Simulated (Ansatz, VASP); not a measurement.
**Pt: VASP beside Ansatz**

File INCAR:

```
AGGAC = 1.0 ; AGGAX = 1.0
ALDAC = 0.0 ; ALDAX = 1.0
ALGO = Normal ; EDIFF = 1E-6
ENCUT = 520 ; GGA = B5
ISIF = 2 ; ISMEAR = -1
LASPH = T ; LCHARG = F
LREAL = F ; LWAVE = F
NBANDS = 17 ; NELM = 80
PREC = Accurate ; SIGMA = 0.1
```

Contents of KPOINTS:

```
k-points
0
Gamma
  14 14 7
```

Contents of POSCAR:

```
Pt
1.0
    2.9220664920      0.0000000000      0.0000000000
   -1.4610332460      2.5305838136      0.0000000000
    0.0000000000      0.0000000000      5.0844444721
Pt
2
Direct
    0.3333333333      0.6666666667      0.2500000000
    0.6666666667      0.3333333333      0.7500000000
```

Input for Ansatz:

```yaml
crystal:
  lattice:
    - [2.922066492, 0.0, 0.0]
    - [-1.461033246, 2.5305838136, 0.0]
    - [0.0, 0.0, 5.0844444721]
  atoms:
    - { symbol: Pt, position: [0.3333333333, 0.6666666667, 0.25] }
    - { symbol: Pt, position: [0.6666666667, 0.3333333333, 0.75] }
hamiltonian:
  xc: blyp
  pseudopotentials:
    kind: paw
    azcp:
      Pt: "pseudopotentials/Pt.paw.azcp"
basis:
  ecutwfc: 420
  fft_grid_basis: typed
kpoints:
  mp_grid: { grid: [14, 14, 7], shift: [0, 0, 0] }
magnetization:
  spin_polarized: false
scf:
  occupations: { method: fermi_dirac, width: 0.1 }
  lower_state_search: "off"
output:
  stress: true
  write_density: true
  write_potential: true
  elf: true
  volumetric_format: npy
```

Alike in both runs: task single point; functional BLYP; k mesh 14 × 14 × 7; occupations fermi-dirac, width 0.1 eV; no spin polarisation.

|  | VASP | Ansatz |
| --- | --- | --- |
| version | VASP 6.6.1 | Ansatz 0.2.0 |
| potentials or method | VASP PAW PBE potentials, release 64 (Pt), cutoff 520 eV | plane waves (420 eV) with PAW, scalar-relativistic |
| valence electrons in the cell | 20 | 36 |

```csv
,VASP,Ansatz,Ansatz less VASP
pressure (GPa),-15.4,-15.9,-0.52
"traceless stress, the component that is largest in VASP (GPa)",1.24,1.48,+0.238
```

VASP's potentials were made for PBE, not for BLYP. With one functional, cell and mesh, what is left measures potentials, basis and numerics. VASP's potentials hold 20 valence electrons a cell and Ansatz's 36, so a difference there can come from the potentials and not from the codes.

Spin-orbit coupling is off throughout.
